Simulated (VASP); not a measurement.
# Sb in VASP: notebook

Sb is run at these levels: PBE, r2SCAN; tasks: single point.

Everything below comes from runs of VASP 6.6.1. Logs are shortened: lines on timing, memory, paths and dates and some standing lists are left out, and cuts for length are marked.

## 1. The cell of the first run

The cell holds a slab with vacuum, 2 atoms: a = 4.105 Å, b = 4.105 Å, c = 26.855 Å, α = 90.00°, β = 90.00°, γ = 120.00°.

## 2. Single point, PBE

Contents of INCAR:

```
PREC     = Accurate       # precision mode
ENCUT    = 400            # plane-wave cutoff, eV
EDIFF    = 1E-6           # SCF threshold, eV
ISMEAR   = 0              # smearing method
SIGMA    = 0.01           # smearing width, eV
LREAL    = False          # projectors in reciprocal space
LASPH    = True           # aspherical terms in the spheres
NELM     = 120            # most SCF steps
ALGO     = Normal         # electronic algorithm
ISIF     = 2              # what is computed and relaxed
LWAVE    = False          # write WAVECAR
LCHARG   = False          # write CHGCAR
LDIPOL   = True         
IDIPOL   = 3            
DIPOL    = 0.5 0.5 0.345
GGA      = PE             # functional
NBANDS   = 22             # bands
GGA_COMPAT= False        
NELMDL   = -8
```

Contents of KPOINTS:

```
Automatic mesh
0
Gamma
  12 12 1
```

Contents of POSCAR:

```
Sb
1.0
    4.1051829711      0.0000000000      0.0000000000
   -2.0525914855      3.5551927401      0.0000000000
    0.0000000000      0.0000000000     26.8552477996
Sb
2
Direct
    0.3333333333      0.6666666667      0.3149797949
    0.6666666667      0.3333333333      0.3749272221
```

Potentials or basis: VASP PAW PBE potentials, release 64 (Sb_d_GW).

Command:

```sh
$ cat potpaw_PBE.64/Sb_d_GW/POTCAR > POTCAR
$ mpirun -np 1 vasp_std > vasp.out
```

OUTCAR:

```text
PREC = Accurate
   ENCUT = 400
   EDIFF = 1E-6
   ISMEAR = 0
   LREAL = False
   LASPH = True
   NELM = 120
   ISIF = 2
   GGA = PE
   NELMDL = -8

 ion  position               nearest neighbor table
   1  0.333  0.667  0.315-   2 2.87   2 2.87   2 2.87
   2  0.667  0.333  0.375-   1 2.87   1 2.87   1 2.87

  LATTYP: Found a hexagonal cell.
 ALAT       =     4.1051829711
 C/A-ratio  =     6.5417907043

  Lattice vectors:

 A1 = (   4.1051829711,   0.0000000000,   0.0000000000)
 A2 = (  -2.0525914855,   3.5551927401,   0.0000000000)
 A3 = (   0.0000000000,   0.0000000000,  26.8552477996)

Analysis of symmetry for initial positions (statically):
=====================================================================
 Subroutine PRICEL returns:
 Original cell was already a primitive cell.

 Routine SETGRP: Setting up the symmetry group for a
 hexagonal supercell.

 Subroutine GETGRP returns: Found 12 space group operations
 (whereof  6 operations were pure point group operations)
 out of a pool of 24 trial point group operations.

The static configuration has the point symmetry C_3v.
 The point group associated with its full space group is D_3d.

Analysis of symmetry for dynamics (positions and initial velocities):
=====================================================================
 Subroutine PRICEL returns:
 Original cell was already a primitive cell.

 Routine SETGRP: Setting up the symmetry group for a
 hexagonal supercell.

 Subroutine GETGRP returns: Found 12 space group operations
 (whereof  6 operations were pure point group operations)
 out of a pool of 24 trial point group operations.

The dynamic configuration has the point symmetry C_3v.
 The point group associated with its full space group is D_3d.

 Subroutine INISYM returns: Found 12 space group operations
 (whereof  6 operations are pure point group operations),
 and found     1 'primitive' translations

----------------------------------------------------------------------------------------

                                     Primitive cell

  volume of cell :     391.9447

  direct lattice vectors                    reciprocal lattice vectors
     4.105182971  0.000000000  0.000000000     0.243594502  0.140639351  0.000000000
    -2.052591485  3.555192740  0.000000000     0.000000000  0.281278702  0.000000000
     0.000000000  0.000000000 26.855247800     0.000000000  0.000000000  0.037236670

  length of vectors
     4.105182971  4.105182971 26.855247800     0.281278702  0.281278702  0.037236670

  position of ions in fractional coordinates (direct lattice)
     0.333333333  0.666666667  0.314979795
     0.666666667  0.333333333  0.374927222

  ion indices of the primitive-cell ions
   primitive index   ion index
                 1           1
                 2           2

----------------------------------------------------------------------------------------

 KPOINTS: Automatic mesh

Automatic generation of k-mesh.
 Grid dimensions read from file:
 generate k-points for:   12   12    1

 Generating k-lattice:

  Cartesian coordinates                     Fractional coordinates (reciprocal lattice)
     0.020299542  0.011719946  0.000000000     0.083333333 -0.000000000  0.000000000
     0.000000000  0.023439892  0.000000000     0.000000000  0.083333333  0.000000000
     0.000000000  0.000000000  0.037236670     0.000000000  0.000000000  1.000000000

  Length of vectors
     0.023439892  0.023439892  0.037236670

  Shift w.r.t. Gamma in fractional coordinates (k-lattice)
     0.000000000  0.000000000  0.000000000

 Subroutine IBZKPT returns following result:
 ===========================================

 Found     19 irreducible k-points:

 Following reciprocal coordinates:
            Coordinates               Weight
  0.000000  0.000000  0.000000      1.000000
  0.083333 -0.000000  0.000000      6.000000
  0.166667 -0.000000  0.000000      6.000000
  0.250000 -0.000000  0.000000      6.000000
  0.333333 -0.000000  0.000000      6.000000
  0.416667 -0.000000  0.000000      6.000000
[... 11 lines left out ...]
  0.333333  0.250000  0.000000     12.000000
  0.333333  0.333333  0.000000      2.000000
   k-points           NKPTS =     19   k-points in BZ     NKDIM =     19   number of bands    NBANDS=     22
   number of dos      NEDOS =    301   number of ions     NIONS =      2
   total plane-waves  NPLWV = 141120
   dimension x,y,z NGX =    28 NGY =   28 NGZ =  180
   dimension x,y,z NGXF=    56 NGYF=   56 NGZF=  360
   ions per type =               2
   NGX,Y,Z   is equivalent  to a cutoff of  11.34, 11.34, 11.14 a.u.
   NGXF,Y,Z  is equivalent  to a cutoff of  22.68, 22.68, 22.29 a.u.
 SYSTEM =  unknown system
   PREC   = accura    normal or accurate (medium, high low for compatibility)
   ISTART =      0    job   : 0-new  1-cont  2-samecut
   ICHARG =      2    charge: 1-file 2-atom 10-const
   ISPIN  =      1    spin polarized calculation?
   LNONCOLLINEAR =      F non collinear calculations
   LSORBIT =      F    spin-orbit coupling
   LASPH  =      T    aspherical Exc in radial PAW
   ENCUT  =  400.0 eV  29.40 Ry    5.42 a.u.   6.69  6.69 43.79*2*pi/ulx,y,z
   NELM   =    120;   NELMIN=  2; NELMDL= -8     # of ELM steps
   EDIFF  = 0.1E-05   stopping-criterion for ELM
   LREAL  =      F    real-space projection
   EDIFFG = 0.1E-04   stopping-criterion for IOM
   NSW    =      0    number of steps for IOM
   IBRION =     -1    ionic relax: 0-MD 1-quasi-New 2-CG
   NFREE  =      0    steps in history (QN), initial steepest desc. (CG)
   ISIF   =      2    stress and relaxation
   ISYM   =      2    0-nonsym 1-usesym 2-fastsym
   POTIM  = 0.5000    time-step for ionic-motion
   TEBEG  =    0.0;   TEEND  =   0.0 temperature during run
   PSTRESS=    0.0 pullay stress
   NELECT =      30.0000    total number of electrons
   NUPDOWN=      -1.0000    fix difference up-down
   EMIN   =  10.00;   EMAX   =-10.00  energy-range for DOS
   EFERMI =   0.00;   METHOD = LEGACY
   ISMEAR =     0;   SIGMA  =   0.01  broadening in eV -4-tet -1-fermi 0-gaus
   EFERMI_NEDOS =   21; number of points for ismear=-14 and -15
   IALGO  =     38    algorithm
   IMIX   =      4    mixing-type and parameters
     AMIX     =   0.40;   BMIX     =  1.00
     AMIX_MAG =   1.60;   BMIX_MAG =  1.00
  volume/ion in A,a.u.               =     195.97      1322.49
  Fermi-wavevector in a.u.,A,eV,Ry     =   0.695089  1.313527  6.573634  0.483148
  Thomas-Fermi vector in A             =   1.777764
   LORBIT       =      0    0 simple, 1 ext, 2 COOP (PROOUT), +10 PAW based schemes
   GGA     = PE    functional components
   LHFCALC =     F    Hartree Fock is set to
   AEXX    =    0.0000 exact exchange contribution
   IVDW    =     0    specifies the selected vdW correction
   LEPSILON=     F    determine dielectric tensor
   LRPA    =     F    only Hartree local field effects (RPA)
 non-spin polarized calculation
 Gauss-broadening in eV      SIGMA  =   0.01
  energy-cutoff  :      400.00
  volume of cell :      391.94
 maximum number of plane-waves:      7163
 NGX is ok and might be reduce to    28
   NGX = 13   NGY = 13   NGZ = 87

 dipolmoment           0.000000      0.000000      0.000000 electrons x Angstroem

 number of electron      29.9999982 magnetization

 dipolmoment           0.000000      0.000000     -0.000001 electrons x Angstroem

 Free energy of the ion-electron system (eV)
  ---------------------------------------------------
  ext. energy  EPLUGINS =         0.00000000
  ---------------------------------------------------
  free energy    TOTEN  =        -8.14823948 eV

  energy without entropy =       -8.14823948  energy(sigma->0) =       -8.14823948

 E-fermi :  -3.3078     XC(G=0):  -2.0684

 val. band max:       -3.4419146297   @ k =   0.0000   0.0000   0.0000
 cond. band min:      -2.0817757649   @ k =   0.3333  -0.0000   0.0000
 fundamental gap:      1.3601388648
 Fermi energy:        -3.3077691166

 k-point     1 :       0.0000    0.0000    0.0000
  band No.  band energies     occupation
      1     -31.9591      2.00000
      2     -31.9591      2.00000
      3     -31.8822      2.00000
      4     -31.8822      2.00000
      5     -31.8318      2.00000
      6     -31.7663      2.00000
[... 14 lines left out ...]
     21       1.6233      0.00000
     22       1.9196      0.00000

 k-point     2 :       0.0833   -0.0000    0.0000
  band No.  band energies     occupation
      1     -31.9587      2.00000
      2     -31.9554      2.00000
      3     -31.8816      2.00000
      4     -31.8798      2.00000
      5     -31.8309      2.00000
      6     -31.7680      2.00000
[... 14 lines left out ...]
     21       1.7052      0.00000
     22       2.0037      0.00000

 k-point     3 :       0.1667   -0.0000    0.0000
  band No.  band energies     occupation
      1     -31.9573      2.00000
      2     -31.9445      2.00000
      3     -31.8800      2.00000
      4     -31.8728      2.00000
      5     -31.8279      2.00000
      6     -31.7729      2.00000
[... 14 lines left out ...]
     21       1.9407      0.00000
     22       2.2456      0.00000

 k-point     4 :       0.2500   -0.0000    0.0000
  band No.  band energies     occupation
      1     -31.9554      2.00000
      2     -31.9279      2.00000
      3     -31.8774      2.00000
      4     -31.8620      2.00000
      5     -31.8226      2.00000
      6     -31.7808      2.00000
[... 14 lines left out ...]
     21       2.3284      0.00000
     22       2.6201      0.00000

 k-point     5 :       0.3333   -0.0000    0.0000
  band No.  band energies     occupation
      1     -31.9534      2.00000
      2     -31.9094      2.00000
      3     -31.8723      2.00000
      4     -31.8487      2.00000
      5     -31.8158      2.00000
      6     -31.7915      2.00000
[... 292 lines left out ...]
 k-point    17 :       0.2500    0.2500    0.0000
  band No.  band energies     occupation
      1     -31.9525      2.00000
      2     -31.8786      2.00000
      3     -31.8629      2.00000
      4     -31.8413      2.00000
      5     -31.8146      2.00000
      6     -31.8019      2.00000
[... 14 lines left out ...]
     21       3.4564      0.00000
     22       3.4706      0.00000

 k-point    18 :       0.3333    0.2500    0.0000
  band No.  band energies     occupation
      1     -31.9519      2.00000
      2     -31.8672      2.00000
      3     -31.8508      2.00000
      4     -31.8328      2.00000
      5     -31.8282      2.00000
      6     -31.8002      2.00000
[... 14 lines left out ...]
     21       3.7417      0.00000
     22       4.1108      0.00000

 k-point    19 :       0.3333    0.3333    0.0000
  band No.  band energies     occupation
      1     -31.9518      2.00000
      2     -31.8499      2.00000
      3     -31.8499      2.00000
      4     -31.8477      2.00000
      5     -31.8153      2.00000
      6     -31.8153      2.00000
[... 14 lines left out ...]
     21       3.9282      0.00000
     22       4.4505      0.00000

------------------------ aborting loop because EDIFF is reached ----------------------------------------

 vacuum level on the upper side and lower side of the slab       (xc-potential included)        -0.008        -0.008

  FORCE on cell =-STRESS in cart. coord.  units (eV):
  Direction    XX          YY          ZZ          XY          YZ          ZX
  --------------------------------------------------------------------------------------
  -------------------------------------------------------------------------------------
  Total        0.2381187      0.2381187      0.3163568      0.0000000      0.0000000     -0.0000000
  in kB        0.9733727      0.9733727      1.2931919      0.0000000      0.0000000     -0.0000000
  external PRESSURE =       1.0799791 kB  Pullay stress =       0.0000000 kB

 VOLUME and BASIS-vectors are now :
 -----------------------------------------------------------------------------
  energy-cutoff  :      400.00
  volume of cell :      391.94
      direct lattice vectors                 reciprocal lattice vectors
     4.105182971  0.000000000  0.000000000     0.243594502  0.140639351  0.000000000
    -2.052591485  3.555192740  0.000000000     0.000000000  0.281278702  0.000000000
     0.000000000  0.000000000 26.855247800     0.000000000  0.000000000  0.037236670

 POSITION                                       TOTAL-FORCE (eV/Angst)
 -----------------------------------------------------------------------------------
     -0.00000      2.37013      8.45886         0.000000     -0.000000     -0.270580
      2.05259      1.18506     10.06876        -0.000000      0.000000      0.270580
 -----------------------------------------------------------------------------------
    total drift:                                0.000000      0.000000     -0.000072

  FREE ENERGIE OF THE ION-ELECTRON SYSTEM (eV)
  ---------------------------------------------------
  free  energy   TOTEN  =        -8.1482394759 eV

  energy  without entropy=       -8.1482394759  energy(sigma->0) =       -8.14823948

 vacuum level on the upper side and lower side of the slab         1.459         1.459
```

It took 1.8 min on 1 thread of AMD EPYC 9R45 (Zen 5), shared host; peak memory 0.37 GiB.

What came out:

```
Free energy            : -8.1482 eV
Largest force          : 0.271 eV/Å
Band gap on the k mesh : 1.36 eV, indirect (least direct gap 1.63 eV)
```

Forces in eV/Å, atoms in the order of the input:
```
Sb   0.000  0.000 -0.271
Sb   0.000  0.000  0.271
```

Levels at points of the mesh, in eV from the valence-band top:
```
           k point  band 12  band 13  band 14  band 15  band 16  band 17  band 18  band 19
(0.00, 0.00, 0.00)    -6.21    -0.51     0.00     0.00     1.63     2.86     2.86     4.37
(0.50, 0.00, 0.00)    -7.76    -2.91    -1.57    -1.40     1.68     2.58     3.68     5.19
```

Caveat: spin-orbit coupling is left out, which moves the levels of the heavy elements.

## 3. Single point, r2SCAN

POSCAR is that of step 2.

Contents of INCAR.step1:

```
ALGO = Normal
DIPOL = 0.5 0.5 0.345
EDIFF = 1E-5
ENCUT = 440
GGA = PE
GGA_COMPAT = False
IDIPOL = 3
ISMEAR = 0
LASPH = True
LCHARG = False
LDIPOL = True
LREAL = False
LWAVE = True
NBANDS = 22
NELM = 120
NELMDL = -8
PREC = Accurate
SIGMA = 0.01
```

Contents of INCAR.step2:

```
ALGO = Normal
DIPOL = 0.5 0.5 0.345
EDIFF = 1E-6
ENCUT = 440
GGA_COMPAT = False
IDIPOL = 3
ISIF = 2
ISMEAR = 0
ISTART = 1
LASPH = True
LCHARG = False
LDIPOL = True
LMIXTAU = True
LREAL = False
LWAVE = False
METAGGA = R2SCAN
NBANDS = 22
NELM = 120
PREC = Accurate
SIGMA = 0.01
```

Contents of KPOINTS:

```
k-points
0
Gamma
  12 12 1
```

Potentials or basis: VASP PAW PBE potentials, release 64 (Sb_d_GW).

Command:

```sh
$ cat potpaw_PBE.64/Sb_d_GW/POTCAR > POTCAR
$ cp INCAR.step1 INCAR
$ mpirun -np 1 vasp_std > vasp.out
$ cp INCAR.step2 INCAR
$ mpirun -np 1 vasp_std > vasp.out
```

Run time: 14 min. Hardware: 1 thread of AMD EPYC 9R45 (Zen 5), shared host; peak memory 0.45 GiB.

It converged, with:

| Quantity | Value |
| --- | --- |
| Free energy | -51.3052 eV |
| Largest force | 0.036 eV/Å |
| Band gap on the k mesh | 1.62 eV, indirect (least direct gap 2.04 eV) |

Forces on the atoms (eV/Å):
```
Sb   0.000  0.000 -0.036
Sb   0.000  0.000  0.036
```

Levels at points of the mesh, in eV from the valence-band top:
| k point | band 13 | band 14 | band 15 | band 16 | band 17 | band 18 |
| --- | --- | --- | --- | --- | --- | --- |
| (0.00, 0.00, 0.00) | -0.49 | 0.00 | 0.00 | 2.04 | 3.05 | 3.05 |
| (0.50, 0.00, 0.00) | -2.99 | -1.65 | -1.42 | 1.96 | 2.86 | 3.94 |

Caveat: the PAW data sets were made with another functional, which shifts forces and pressure a little; spin-orbit coupling is left out, which moves the levels of the heavy elements.
